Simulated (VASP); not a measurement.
# Pt (P6_3/mmc) in VASP: notebook, part 2 of 2

VASP 6.6.1. Earlier steps stand in the parts before.

### Step 4. Single point, r2SCAN

This run uses another cell than the first one, of 15.39 Å³/atom, 1.058 times its volume.

Input file POSCAR:

```
Pt
1.0
    2.7359053299      0.0000000000      0.0000000000
   -1.3679526649      2.3693636296      0.0000000000
    0.0000000000      0.0000000000      4.7491529044
Pt
2
Direct
    0.6666666667      0.3333333333      0.7500000000
    0.3333333333      0.6666666667      0.2500000000
```

Input file INCAR.step1:

```
PREC     = Accurate       # precision mode
ENCUT    = 520            # plane-wave cutoff, eV
ISMEAR   = -1             # smearing method
SIGMA    = 0.1            # smearing width, eV
LREAL    = False          # projectors in reciprocal space
LASPH    = True           # aspherical terms in the spheres
NELM     = 60             # most SCF steps
NBANDS   = 17             # bands
GGA      = PE             # functional
ALGO     = Normal         # electronic algorithm
EDIFF    = 1E-4           # SCF threshold, eV
LWAVE    = True           # write WAVECAR
LCHARG   = False          # write CHGCAR
```

Input file INCAR.step2:

```
PREC     = Accurate       # precision mode
ENCUT    = 520            # plane-wave cutoff, eV
EDIFF    = 1E-7           # SCF threshold, eV
ISMEAR   = -1             # smearing method
SIGMA    = 0.1            # smearing width, eV
LREAL    = False          # projectors in reciprocal space
LASPH    = True           # aspherical terms in the spheres
NELM     = 60             # most SCF steps
ALGO     = Normal         # electronic algorithm
ISIF     = 2              # what is computed and relaxed
LWAVE    = False          # write WAVECAR
LCHARG   = False          # write CHGCAR
METAGGA  = R2SCAN         # meta-GGA
LMIXTAU  = True         
NBANDS   = 17             # bands
ISTART   = 1
```

Input file KPOINTS:

```
Automatic mesh
0
Gamma
  10 10 5
```

Potentials or basis: VASP PAW PBE potentials, release 64 (Pt).

Command:

```
> cat potpaw_PBE.64/Pt/POTCAR > POTCAR
> cp INCAR.step1 INCAR
> mpirun -np 1 vasp_std > vasp.out
> cp INCAR.step2 INCAR
> mpirun -np 1 vasp_std > vasp.out
```

OUTCAR:

```text
PREC = Accurate
   ENCUT = 520
   EDIFF = 1E-7
   ISMEAR = -1
   LREAL = False
   LASPH = True
   NELM = 60
   ISIF = 2
   METAGGA = R2SCAN
   ISTART = 1

 ion  position               nearest neighbor table
   1  0.667  0.333  0.750-   2 2.85   2 2.85   2 2.85   2 2.85   2 2.85   2 2.85
   2  0.333  0.667  0.250-   1 2.85   1 2.85   1 2.85   1 2.85   1 2.85   1 2.85

  LATTYP: Found a hexagonal cell.
 ALAT       =     2.7359053299
 C/A-ratio  =     1.7358615638

  Lattice vectors:

 A1 = (   2.7359053299,   0.0000000000,   0.0000000000)
 A2 = (  -1.3679526649,   2.3693636296,   0.0000000000)
 A3 = (   0.0000000000,   0.0000000000,   4.7491529044)

Analysis of symmetry for initial positions (statically):
=====================================================================
 Subroutine PRICEL returns:
 Original cell was already a primitive cell.

 Routine SETGRP: Setting up the symmetry group for a
 hexagonal supercell.

 Subroutine GETGRP returns: Found 24 space group operations
 (whereof 12 operations were pure point group operations)
 out of a pool of 24 trial point group operations.

The static configuration has the point symmetry D_3d.
 The point group associated with its full space group is D_6h.

Analysis of symmetry for dynamics (positions and initial velocities):
=====================================================================
 Subroutine PRICEL returns:
 Original cell was already a primitive cell.

 Routine SETGRP: Setting up the symmetry group for a
 hexagonal supercell.

 Subroutine GETGRP returns: Found 24 space group operations
 (whereof 12 operations were pure point group operations)
 out of a pool of 24 trial point group operations.

[... 107 lines left out ...]
   ISIF   =      2    stress and relaxation
   ISYM   =      2    0-nonsym 1-usesym 2-fastsym
   POTIM  = 0.5000    time-step for ionic-motion
   TEBEG  =    0.0;   TEEND  =   0.0 temperature during run
   PSTRESS=    0.0 pullay stress
   NELECT =      20.0000    total number of electrons
   NUPDOWN=      -1.0000    fix difference up-down
   EMIN   =  10.00;   EMAX   =-10.00  energy-range for DOS
   EFERMI =   0.00;   METHOD = LEGACY
   ISMEAR =    -1;   SIGMA  =   0.10  broadening in eV -4-tet -1-fermi 0-gaus
   EFERMI_NEDOS =   21; number of points for ismear=-14 and -15
   IALGO  =     38    algorithm
   IMIX   =      4    mixing-type and parameters
     AMIX     =   0.40;   BMIX     =  1.00
     AMIX_MAG =   1.60;   BMIX_MAG =  1.00
  volume/ion in A,a.u.               =      15.39       103.88
  Fermi-wavevector in a.u.,A,eV,Ry     =   1.417866  2.679378 27.352390  2.010344
  Thomas-Fermi vector in A             =   2.539051
   LORBIT       =      0    0 simple, 1 ext, 2 COOP (PROOUT), +10 PAW based schemes
   METAGGA = R2SCAN    functional components
   LHFCALC =     F    Hartree Fock is set to
   AEXX    =    0.0000 exact exchange contribution
   IVDW    =     0    specifies the selected vdW correction
   LEPSILON=     F    determine dielectric tensor
   LRPA    =     F    only Hartree local field effects (RPA)
 non-spin polarized calculation
  energy-cutoff  :      520.00
  volume of cell :       30.79
 maximum number of plane-waves:       845
   NGX = 11   NGY = 11   NGZ = 17

 number of electron      20.0000000 magnetization

 Free energy of the ion-electron system (eV)
  ---------------------------------------------------
  ext. energy  EPLUGINS =         0.00000000
  ---------------------------------------------------
  free energy    TOTEN  =      -102.92798253 eV

  energy without entropy =     -102.82941285  energy(sigma->0) =     -102.87869769

 E-fermi :  10.6193     XC(G=0): -14.4797

 val. band max:       10.6113875782   @ k =   0.3000   0.2000   0.0000
 cond. band min:      10.6255196173   @ k =   0.4000  -0.0000   0.0000
 fundamental gap:      0.0141320391
 Fermi energy:        10.6193373059

 k-point     1 :       0.0000    0.0000    0.0000
  band No.  band energies     occupation
      1       0.3674      2.00000
      2       3.0546      2.00000
      3       6.3763      2.00000
      4       6.9170      2.00000
      5       6.9170      2.00000
      6       7.3070      2.00000
[... 457 lines left out ...]
      4       5.7754      2.00000
      5       7.0152      2.00000
      6       7.9470      2.00000
[... 9 lines left out ...]
     16      24.2773      0.00000
     17      25.8075      0.00000

 [... further k-points ...]
[... 5 lines left out ...]
  --------------------------------------------------------------------------------------
  -------------------------------------------------------------------------------------
  Total        0.2945356      0.2945356      0.1293435      0.0000000     -0.0000000     -0.0000000
  in kB       15.3284898     15.3284912      6.7314156      0.0000000     -0.0000000     -0.0000000
  external PRESSURE =      12.4627989 kB  Pullay stress =       0.0000000 kB

 VOLUME and BASIS-vectors are now :
 -----------------------------------------------------------------------------
  energy-cutoff  :      520.00
  volume of cell :       30.79
      direct lattice vectors                 reciprocal lattice vectors
     2.735905330  0.000000000  0.000000000     0.365509723  0.211027127  0.000000000
    -1.367952665  2.369363630  0.000000000     0.000000000  0.422054254  0.000000000
     0.000000000  0.000000000  4.749152904     0.000000000  0.000000000  0.210563867

 POSITION                                       TOTAL-FORCE (eV/Angst)
 -----------------------------------------------------------------------------------
      1.36795      0.78979      3.56186         0.000000      0.000000      0.000000
     -0.00000      1.57958      1.18729        -0.000000      0.000000      0.000000
 -----------------------------------------------------------------------------------
    total drift:                               -0.000000      0.000000     -0.000000

  FREE ENERGIE OF THE ION-ELECTRON SYSTEM (eV)
  ---------------------------------------------------
  free  energy   TOTEN  =      -102.9279825344 eV

  energy  without entropy=     -102.8294128518  energy(sigma->0) =     -102.87869769
```

Wall time 68 s (1 thread of Intel Xeon Platinum 8259CL at 2.50GHz (Skylake/Cascade Lake), shared host); peak memory 0.15 GiB.

What came out:

- Free energy: -102.9280 eV
- Pressure: 1.2 GPa
- Band gap on the k mesh: zero (band 10 reaches 11.14 eV, above the bottom of band 11 at 9.85 eV)

Caveat: the PAW data sets were made with another functional, which shifts forces and pressure a little; spin-orbit coupling is left out, which moves the levels of the heavy elements.

### Step 5. Summary

```csv
cell,gap on the mesh (eV),pressure (GPa)
"a = 2.685, b = 2.685, c = 4.661 Å, angles 90.0, 90.0, 120.0°, 2 atoms",none,19.2
"a = 2.711, b = 2.711, c = 4.705 Å, angles 90.0, 90.0, 120.0°, 2 atoms",none,9.4
"a = 2.736, b = 2.736, c = 4.749 Å, angles 90.0, 90.0, 120.0°, 2 atoms",none,1.2
```

Alike in all rows: task single point; level r2SCAN; potentials or basis VASP PAW PBE potentials, release 64 (Pt); no spin polarisation; k mesh 10 × 10 × 5; cutoff (eV) 520; smearing fermi-dirac 0.1 eV.

Caveats: the PAW data sets were made with another functional, which shifts forces and pressure a little; spin-orbit coupling is left out, which moves the levels of the heavy elements.

Absolute energies hang on the potentials; compare differences alone.
